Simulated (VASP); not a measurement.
# Li2MgGeS4 (I-42m) in VASP: notebook, part 3 of 3

VASP 6.6.1.

**4. Single point, r2SCAN**

This run uses another cell than the first one, of 20.60 Å³/atom.

The input, POSCAR:

```
Li2MgGeS4
1.0
   -2.7235321967      2.7235321967      5.5556509074
    2.7235321967     -2.7235321967      5.5556509074
    2.7235321967      2.7235321967     -5.5556509074
Li Mg Ge S
2 1 1 4
Direct
    0.7500000000      0.2500000000      0.5000000000
    0.2500000000      0.7500000000      0.5000000000
    0.0000000000      0.0000000000      0.0000000000
    0.5000000000      0.5000000000      0.0000000000
    0.8513716008      0.8513716008      0.4610004513
    0.1486283992      0.6096288506      0.0000000000
    0.6096288506      0.1486283992      0.0000000000
    0.3903711494      0.3903711494      0.5389995487
```

The input, INCAR.step1:

```
  PREC = Accurate
  ENCUT = 520
  ISMEAR = 0
  SIGMA = 0.01
  LREAL = False
  LASPH = True
  NELM = 100
  NBANDS = 33
  GGA = PE
  ALGO = Normal
  EDIFF = 1E-4
  LWAVE = True
  LCHARG = False
```

The input, INCAR.step2:

```
  PREC = Accurate
  ENCUT = 520
  EDIFF = 1E-6
  ISMEAR = 0
  SIGMA = 0.01
  LREAL = False
  LASPH = True
  NELM = 100
  ALGO = Normal
  ISIF = 2
  LWAVE = False
  LCHARG = False
  METAGGA = R2SCAN
  LMIXTAU = True
  NBANDS = 33
  ISTART = 1
```

The input, KPOINTS:

```
regular mesh
0
Gamma
  6 6 6
```

Potentials or basis: VASP PAW PBE potentials, release 64 (Li_sv, Mg, Ge_d, S).

Launch:

```
$ cat potpaw_PBE.64/Li_sv/POTCAR potpaw_PBE.64/Mg/POTCAR potpaw_PBE.64/Ge_d/POTCAR potpaw_PBE.64/S/POTCAR > POTCAR
$ cp INCAR.step1 INCAR
$ mpirun -np 1 vasp_std > vasp.out
$ cp INCAR.step2 INCAR
$ mpirun -np 1 vasp_std > vasp.out
```

OUTCAR:

```text
PREC = Accurate
   ENCUT = 520
   EDIFF = 1E-6
   ISMEAR = 0
   LREAL = False
   LASPH = True
   NELM = 100
   ISIF = 2
   METAGGA = R2SCAN
   ISTART = 1

 ion  position               nearest neighbor table
   1  0.750  0.250  0.500-   5 2.41   6 2.41   7 2.41   8 2.41
   2  0.250  0.750  0.500-   5 2.41   7 2.41   6 2.41   8 2.41
   3  0.000  0.000  0.000-   6 2.47   7 2.47   8 2.47   5 2.47
   4  0.500  0.500  0.000-   8 2.23   7 2.23   6 2.23   5 2.23
   5  0.851  0.851  0.461-   4 2.23   2 2.41   1 2.41   3 2.47
   6  0.149  0.610  0.000-   4 2.23   1 2.41   2 2.41   3 2.47
   7  0.610  0.149  0.000-   4 2.23   2 2.41   1 2.41   3 2.47
   8  0.390  0.390  0.539-   4 2.23   2 2.41   1 2.41   3 2.47

  LATTYP: Found a body centered tetragonal cell.
 ALAT       =     5.4470643934
 C/A-ratio  =     2.0398697376

  Lattice vectors:

 A1 = (  -2.7235321967,   2.7235321967,   5.5556509074)
 A2 = (   2.7235321967,  -2.7235321967,   5.5556509074)
 A3 = (   2.7235321967,   2.7235321967,  -5.5556509074)

Analysis of symmetry for initial positions (statically):
=====================================================================
 Subroutine PRICEL returns:
 Original cell was already a primitive cell.

 Routine SETGRP: Setting up the symmetry group for a
 body centered tetragonal supercell.

 Subroutine GETGRP returns: Found  8 space group operations
 (whereof  8 operations were pure point group operations)
 out of a pool of 16 trial point group operations.

The static configuration has the point symmetry D_2d.

Analysis of symmetry for dynamics (positions and initial velocities):
=====================================================================
 Subroutine PRICEL returns:
 Original cell was already a primitive cell.

[... 140 lines left out ...]
  volume/ion in A,a.u.               =      20.60       139.05
  Fermi-wavevector in a.u.,A,eV,Ry     =   1.069812  2.021651 15.571836  1.144498
  Thomas-Fermi vector in A             =   2.205503
   LORBIT       =      0    0 simple, 1 ext, 2 COOP (PROOUT), +10 PAW based schemes
   METAGGA = R2SCAN    functional components
   LHFCALC =     F    Hartree Fock is set to
   AEXX    =    0.0000 exact exchange contribution
   IVDW    =     0    specifies the selected vdW correction
   LEPSILON=     F    determine dielectric tensor
   LRPA    =     F    only Hartree local field effects (RPA)
 non-spin polarized calculation
 Gauss-broadening in eV      SIGMA  =   0.01
  energy-cutoff  :      520.00
  volume of cell :      164.84
 maximum number of plane-waves:      4456
   NGX = 25   NGY = 25   NGZ = 25

 number of electron      46.0000006 magnetization

 Free energy of the ion-electron system (eV)
  ---------------------------------------------------
  ext. energy  EPLUGINS =         0.00000000
  ---------------------------------------------------
  free energy    TOTEN  =       -64.44841266 eV

  energy without entropy =      -64.44841266  energy(sigma->0) =      -64.44841266

 E-fermi :   1.5002     XC(G=0):  -9.0717

 val. band max:        1.4135728101   @ k =   0.5000   0.5000   0.0000
 cond. band min:       4.4740469473   @ k =   0.5000   0.5000   0.0000
 fundamental gap:      3.0604741371
 Fermi energy:         1.5002389395

 k-point     1 :       0.0000    0.0000    0.0000
  band No.  band energies     occupation
      1     -43.8424      2.00000
      2     -43.8414      2.00000
      3     -23.3763      2.00000
      4     -23.3763      2.00000
      5     -23.3670      2.00000
      6     -23.3164      2.00000
[... 853 lines left out ...]
     32       9.5827      0.00000
     33       9.7893      0.00000

 [... further k-points ...]

------------------------ aborting loop because EDIFF is reached ----------------------------------------

  FORCE on cell =-STRESS in cart. coord.  units (eV):
  Direction    XX          YY          ZZ          XY          YZ          ZX
  --------------------------------------------------------------------------------------
  -------------------------------------------------------------------------------------
  Total       -0.2042084     -0.2042084     -0.1810049      0.0000000      0.0000000      0.0000000
  in kB       -1.9848338     -1.9848338     -1.7593047      0.0000000      0.0000000      0.0000000
  external PRESSURE =      -1.9096574 kB  Pullay stress =       0.0000000 kB

 VOLUME and BASIS-vectors are now :
 -----------------------------------------------------------------------------
  energy-cutoff  :      520.00
  volume of cell :      164.84
      direct lattice vectors                 reciprocal lattice vectors
    -2.723532197  2.723532197  5.555650907     0.000000000  0.183585125  0.089998455
     2.723532197 -2.723532197  5.555650907     0.183585125  0.000000000  0.089998455
     2.723532197  2.723532197 -5.555650907     0.183585125  0.183585125  0.000000000

 POSITION                                       TOTAL-FORCE (eV/Angst)
 -----------------------------------------------------------------------------------
     -0.00000      2.72353      2.77783         0.000000     -0.000000      0.000000
      2.72353     -0.00000      2.77783         0.000000     -0.000000     -0.000000
      0.00000      0.00000      0.00000         0.000000     -0.000000      0.000000
      0.00000      0.00000      5.55565         0.000000     -0.000000      0.000000
      1.25555      1.25555      6.89869         0.012422      0.012422     -0.008953
      1.25555     -1.25555      4.21261         0.012422     -0.012422      0.008953
     -1.25555      1.25555      4.21261        -0.012422      0.012422      0.008953
      1.46798      1.46798      1.34304        -0.012422     -0.012422     -0.008953
 -----------------------------------------------------------------------------------
    total drift:                               -0.000233     -0.000233     -0.000168

  FREE ENERGIE OF THE ION-ELECTRON SYSTEM (eV)
  ---------------------------------------------------
  free  energy   TOTEN  =       -64.4484126585 eV

  energy  without entropy=      -64.4484126585  energy(sigma->0) =      -64.44841266
```

OSZICAR.step1:

```text
N       E                     dE             d eps       ncg     rms          rms(c)
DAV:   1     0.381021771509E+03    0.38102E+03   -0.20056E+04  2456   0.185E+03
DAV:   2     0.266839854085E+02   -0.35434E+03   -0.33040E+03  2280   0.555E+02
DAV:   3    -0.286587634968E+02   -0.55343E+02   -0.54669E+02  2382   0.134E+02
DAV:   4    -0.358944411471E+02   -0.72357E+01   -0.72129E+01  3543   0.440E+01
DAV:   5    -0.363517190719E+02   -0.45728E+00   -0.45679E+00  2808   0.951E+00    0.102E+01
DAV:   6    -0.347664330029E+02    0.15853E+01   -0.27804E+00  3133   0.134E+01    0.827E+00
DAV:   7    -0.346332814841E+02    0.13315E+00   -0.92215E-01  2398   0.392E+00    0.407E+00
DAV:   8    -0.346375408711E+02   -0.42594E-02   -0.72121E-02  2942   0.240E+00    0.817E-01
DAV:   9    -0.346413357489E+02   -0.37949E-02   -0.12456E-02  2647   0.934E-01    0.224E-01
DAV:  10    -0.346420108644E+02   -0.67512E-03   -0.15363E-03  2750   0.204E-01    0.101E-01
DAV:  11    -0.346427895277E+02   -0.77866E-03   -0.80237E-04  2262   0.134E-01    0.316E-02
DAV:  12    -0.346428367602E+02   -0.47233E-04   -0.62583E-05  1934   0.401E-02
   1 F= -.34642837E+02 E0= -.34642837E+02  d E =-.150762-114
```

Run time: 11 min. Hardware: 1 thread of AMD EPYC 9R45 (Zen 5), shared host; peak memory 0.44 GiB.

What came out:

```
Free energy            : -64.4484 eV
Largest force          : 0.020 eV/Å
Band gap on the k mesh : 3.06 eV
```

Forces in eV/Å, atoms in the order of the input:
```
Li   0.000  0.000  0.000
Li   0.000  0.000  0.000
Mg   0.000  0.000  0.000
Ge   0.000  0.000  0.000
S    0.012  0.012 -0.009
S    0.012 -0.012  0.009
S   -0.012  0.012  0.009
S   -0.012 -0.012 -0.009
```

Caveat: the cutoff is under 1.25 times the usual one of these potentials, so pressure, stress and relaxed cells hold a basis-set (Pulay) error; the PAW data sets were made with another functional, which shifts forces and pressure a little.

**5. Single point, r2SCAN**

This run uses another cell than the first one, of 20.60 Å³/atom.

POSCAR is that of step 4.

The input, INCAR.step1:

```
SYSTEM = Li2MgGeS4
PREC = Accurate
ENCUT = 520
ISMEAR = 0
SIGMA = 0.01
LREAL = .False.
LASPH = .True.
NELM = 80
NBANDS = 33
GGA = PE
ALGO = Normal
EDIFF = 1E-4
LWAVE = .True.
LCHARG = .False.
```

The input, INCAR.step2:

```
SYSTEM = Li2MgGeS4
PREC = Accurate
ENCUT = 520
EDIFF = 1E-7
ISMEAR = 0
SIGMA = 0.01
LREAL = .False.
LASPH = .True.
NELM = 80
ALGO = Normal
ISIF = 2
LWAVE = .False.
LCHARG = .True.
METAGGA = R2SCAN
LMIXTAU = .True.
LELF = .True.
LVHAR = .True.
NBANDS = 33
ISTART = 1
```

The input, KPOINTS:

```
regular mesh
0
Gamma
  6 6 6
  0 0 0
```

Potentials or basis: VASP PAW PBE potentials, release 64 (Li_sv, Mg, Ge_d, S).

Launch:

```
$ cat potpaw_PBE.64/Li_sv/POTCAR potpaw_PBE.64/Mg/POTCAR potpaw_PBE.64/Ge_d/POTCAR potpaw_PBE.64/S/POTCAR > POTCAR
$ cp INCAR.step1 INCAR
$ mpirun -np 1 vasp_std > vasp.out
$ cp INCAR.step2 INCAR
$ mpirun -np 1 vasp_std > vasp.out
```

OUTCAR:

```text
SYSTEM = Li2MgGeS4
   PREC = Accurate
   ENCUT = 520
   EDIFF = 1E-7
   ISMEAR = 0
   LREAL = .False.
   LASPH = .True.
   NELM = 80
   ISIF = 2
   METAGGA = R2SCAN
   ISTART = 1

 ion  position               nearest neighbor table
   1  0.750  0.250  0.500-   5 2.41   6 2.41   7 2.41   8 2.41
   2  0.250  0.750  0.500-   5 2.41   7 2.41   6 2.41   8 2.41
   3  0.000  0.000  0.000-   6 2.47   7 2.47   8 2.47   5 2.47
   4  0.500  0.500  0.000-   8 2.23   7 2.23   6 2.23   5 2.23
   5  0.851  0.851  0.461-   4 2.23   2 2.41   1 2.41   3 2.47
   6  0.149  0.610  0.000-   4 2.23   1 2.41   2 2.41   3 2.47
   7  0.610  0.149  0.000-   4 2.23   2 2.41   1 2.41   3 2.47
   8  0.390  0.390  0.539-   4 2.23   2 2.41   1 2.41   3 2.47

  LATTYP: Found a body centered tetragonal cell.
 ALAT       =     5.4470643934
 C/A-ratio  =     2.0398697376

  Lattice vectors:

 A1 = (  -2.7235321967,   2.7235321967,   5.5556509074)
 A2 = (   2.7235321967,  -2.7235321967,   5.5556509074)
 A3 = (   2.7235321967,   2.7235321967,  -5.5556509074)

Analysis of symmetry for initial positions (statically):
=====================================================================
 Subroutine PRICEL returns:
 Original cell was already a primitive cell.

 Routine SETGRP: Setting up the symmetry group for a
 body centered tetragonal supercell.

 Subroutine GETGRP returns: Found  8 space group operations
 (whereof  8 operations were pure point group operations)
 out of a pool of 16 trial point group operations.

The static configuration has the point symmetry D_2d.

Analysis of symmetry for dynamics (positions and initial velocities):
=====================================================================
 Subroutine PRICEL returns:
 Original cell was already a primitive cell.

 Routine SETGRP: Setting up the symmetry group for a
 body centered tetragonal supercell.

 Subroutine GETGRP returns: Found  8 space group operations
 (whereof  8 operations were pure point group operations)
 out of a pool of 16 trial point group operations.

The dynamic configuration has the point symmetry D_2d.

 Subroutine INISYM returns: Found  8 space group operations
 (whereof  8 operations are pure point group operations),
 and found     1 'primitive' translations

----------------------------------------------------------------------------------------

                                     Primitive cell

  volume of cell :     164.8390

  direct lattice vectors                    reciprocal lattice vectors
    -2.723532197  2.723532197  5.555650907     0.000000000  0.183585125  0.089998455
     2.723532197 -2.723532197  5.555650907     0.183585125  0.000000000  0.089998455
     2.723532197  2.723532197 -5.555650907     0.183585125  0.183585125  0.000000000

  length of vectors
     6.760215400  6.760215400  6.760215400     0.204458358  0.204458358  0.259628574

  position of ions in fractional coordinates (direct lattice)
     0.750000000  0.250000000  0.500000000
     0.250000000  0.750000000  0.500000000
     0.000000000  0.000000000  0.000000000
     0.500000000  0.500000000  0.000000000
     0.851371601  0.851371601  0.461000451
     0.148628399  0.609628851  0.000000000
[... 45 lines left out ...]
  0.500000  0.000000  0.000000      4.000000
  0.166667  0.166667  0.000000      8.000000
  0.333333  0.166667  0.000000     16.000000
[... 16 lines left out ...]
 -0.333333 -0.333333  0.166667      8.000000
 -0.166667 -0.333333  0.166667      8.000000
 [... further k-points ...]
   k-points           NKPTS =     30   k-points in BZ     NKDIM =     30   number of bands    NBANDS=     33
   number of dos      NEDOS =    301   number of ions     NIONS =      8
   total plane-waves  NPLWV = 125000
   dimension x,y,z NGX =    50 NGY =   50 NGZ =   50
   dimension x,y,z NGXF=   100 NGYF=  100 NGZF=  100
   ions per type =               2   1   1   4
   NGX,Y,Z   is equivalent  to a cutoff of  12.30, 12.30, 12.30 a.u.
   NGXF,Y,Z  is equivalent  to a cutoff of  24.59, 24.59, 24.59 a.u.
 SYSTEM =  Li2MgGeS4
   PREC   = accura    normal or accurate (medium, high low for compatibility)
   ISTART =      1    job   : 0-new  1-cont  2-samecut
   ICHARG =      0    charge: 1-file 2-atom 10-const
   ISPIN  =      1    spin polarized calculation?
   LNONCOLLINEAR =      F non collinear calculations
   LSORBIT =      F    spin-orbit coupling
   LASPH  =      T    aspherical Exc in radial PAW
   ENCUT  =  520.0 eV  38.22 Ry    6.18 a.u.  12.57 12.57 12.57*2*pi/ulx,y,z
   NELM   =     80;   NELMIN=  2; NELMDL=  0     # of ELM steps
   EDIFF  = 0.1E-06   stopping-criterion for ELM
   LREAL  =      F    real-space projection
   EDIFFG = 0.1E-05   stopping-criterion for IOM
   NSW    =      0    number of steps for IOM
   IBRION =     -1    ionic relax: 0-MD 1-quasi-New 2-CG
   NFREE  =      0    steps in history (QN), initial steepest desc. (CG)
   ISIF   =      2    stress and relaxation
   ISYM   =      2    0-nonsym 1-usesym 2-fastsym
   POTIM  = 0.5000    time-step for ionic-motion
   TEBEG  =    0.0;   TEEND  =   0.0 temperature during run
   PSTRESS=    0.0 pullay stress
   NELECT =      46.0000    total number of electrons
   NUPDOWN=      -1.0000    fix difference up-down
   EMIN   =  10.00;   EMAX   =-10.00  energy-range for DOS
   EFERMI =   0.00;   METHOD = LEGACY
   ISMEAR =     0;   SIGMA  =   0.01  broadening in eV -4-tet -1-fermi 0-gaus
   EFERMI_NEDOS =   21; number of points for ismear=-14 and -15
   IALGO  =     38    algorithm
   IMIX   =      4    mixing-type and parameters
     AMIX     =   0.40;   BMIX     =  1.00
     AMIX_MAG =   1.60;   BMIX_MAG =  1.00
  volume/ion in A,a.u.               =      20.60       139.05
  Fermi-wavevector in a.u.,A,eV,Ry     =   1.069812  2.021651 15.571836  1.144498
  Thomas-Fermi vector in A             =   2.205503
   LORBIT       =      0    0 simple, 1 ext, 2 COOP (PROOUT), +10 PAW based schemes
   METAGGA = R2SCAN    functional components
   LHFCALC =     F    Hartree Fock is set to
   AEXX    =    0.0000 exact exchange contribution
   IVDW    =     0    specifies the selected vdW correction
   LEPSILON=     F    determine dielectric tensor
   LRPA    =     F    only Hartree local field effects (RPA)
 non-spin polarized calculation
 Gauss-broadening in eV      SIGMA  =   0.01
  energy-cutoff  :      520.00
  volume of cell :      164.84
 maximum number of plane-waves:      4456
   NGX = 25   NGY = 25   NGZ = 25

 number of electron      46.0000006 magnetization

 Free energy of the ion-electron system (eV)
  ---------------------------------------------------
  ext. energy  EPLUGINS =         0.00000000
  ---------------------------------------------------
  free energy    TOTEN  =       -64.44841294 eV

  energy without entropy =      -64.44841294  energy(sigma->0) =      -64.44841294

 E-fermi :   1.5002     XC(G=0):  -9.0717

 val. band max:        1.4135598687   @ k =   0.5000   0.5000   0.0000
 cond. band min:       4.4740358200   @ k =   0.5000   0.5000   0.0000
 fundamental gap:      3.0604759513
 Fermi energy:         1.5001859529

 k-point     1 :       0.0000    0.0000    0.0000
  band No.  band energies     occupation
      1     -43.8425      2.00000
      2     -43.8414      2.00000
      3     -23.3764      2.00000
      4     -23.3763      2.00000
      5     -23.3671      2.00000
      6     -23.3164      2.00000
[... 853 lines left out ...]
     32       9.5827      0.00000
     33       9.7893      0.00000

 [... further k-points ...]

------------------------ aborting loop because EDIFF is reached ----------------------------------------

  FORCE on cell =-STRESS in cart. coord.  units (eV):
  Direction    XX          YY          ZZ          XY          YZ          ZX
  --------------------------------------------------------------------------------------
  -------------------------------------------------------------------------------------
  Total       -0.2022893     -0.2022893     -0.1788269      0.0000000      0.0000000      0.0000000
  in kB       -1.9661810     -1.9661810     -1.7381351      0.0000000      0.0000000      0.0000000
  external PRESSURE =      -1.8901657 kB  Pullay stress =       0.0000000 kB

 VOLUME and BASIS-vectors are now :
 -----------------------------------------------------------------------------
  energy-cutoff  :      520.00
  volume of cell :      164.84
      direct lattice vectors                 reciprocal lattice vectors
    -2.723532197  2.723532197  5.555650907     0.000000000  0.183585125  0.089998455
     2.723532197 -2.723532197  5.555650907     0.183585125  0.000000000  0.089998455
     2.723532197  2.723532197 -5.555650907     0.183585125  0.183585125  0.000000000

 POSITION                                       TOTAL-FORCE (eV/Angst)
 -----------------------------------------------------------------------------------
     -0.00000      2.72353      2.77783        -0.000000      0.000000     -0.000000
      2.72353     -0.00000      2.77783        -0.000000      0.000000     -0.000000
      0.00000      0.00000      0.00000        -0.000000      0.000000     -0.000000
      0.00000      0.00000      5.55565        -0.000000      0.000000     -0.000000
      1.25555      1.25555      6.89869         0.012457      0.012457     -0.008813
      1.25555     -1.25555      4.21261         0.012457     -0.012457      0.008813
     -1.25555      1.25555      4.21261        -0.012457      0.012457      0.008813
      1.46798      1.46798      1.34304        -0.012457     -0.012457     -0.008813
 -----------------------------------------------------------------------------------
    total drift:                               -0.000233     -0.000233     -0.000168

  FREE ENERGIE OF THE ION-ELECTRON SYSTEM (eV)
  ---------------------------------------------------
  free  energy   TOTEN  =       -64.4484129386 eV

  energy  without entropy=      -64.4484129386  energy(sigma->0) =      -64.44841294
```

Wall time 11 min (1 thread of AMD EPYC 9R45 (Zen 5), shared host); peak memory 0.44 GiB.

Results:

| Quantity | Value |
| --- | --- |
| Free energy | -64.4484 eV |
| Largest force | 0.020 eV/Å |
| Band gap on the k mesh | 3.06 eV |

Forces on the atoms (eV/Å):
```
Li   0.000  0.000  0.000
Li   0.000  0.000  0.000
Mg   0.000  0.000  0.000
Ge   0.000  0.000  0.000
S    0.012  0.012 -0.009
S    0.012 -0.012  0.009
S   -0.012  0.012  0.009
S   -0.012 -0.012 -0.009
```

Caveat: the cutoff is under 1.25 times the usual one of these potentials, so pressure, stress and relaxed cells hold a basis-set (Pulay) error; the PAW data sets were made with another functional, which shifts forces and pressure a little. A k mesh can miss the band edges.

**6. Overview**

| cell | gap on the mesh (eV) | largest force (eV/Å) |
| --- | --- | --- |
| a = 6.622 Å, angles 132.5, 132.5, 69.5°, 8 atoms | 3.35 | 0.49 |
| a = 6.692 Å, angles 132.5, 132.5, 69.5°, 8 atoms | 3.20 | 0.23 |
| a = 6.760 Å, angles 132.5, 132.5, 69.5°, 8 atoms | 3.06 | 0.02 |

Alike in all rows: task single point; level r2SCAN; potentials or basis VASP PAW PBE potentials, release 64 (Li_sv, Mg, Ge_d, S); no spin polarisation; k mesh 6 × 6 × 6; cutoff (eV) 520; smearing gaussian 0.01 eV.

Caveats: the cutoff is under 1.25 times the usual one of these potentials, so pressure, stress and relaxed cells hold a basis-set (Pulay) error; the PAW data sets were made with another functional, which shifts forces and pressure a little.

Total energies depend on the potentials used, so only differences within one code and one set of settings carry meaning.
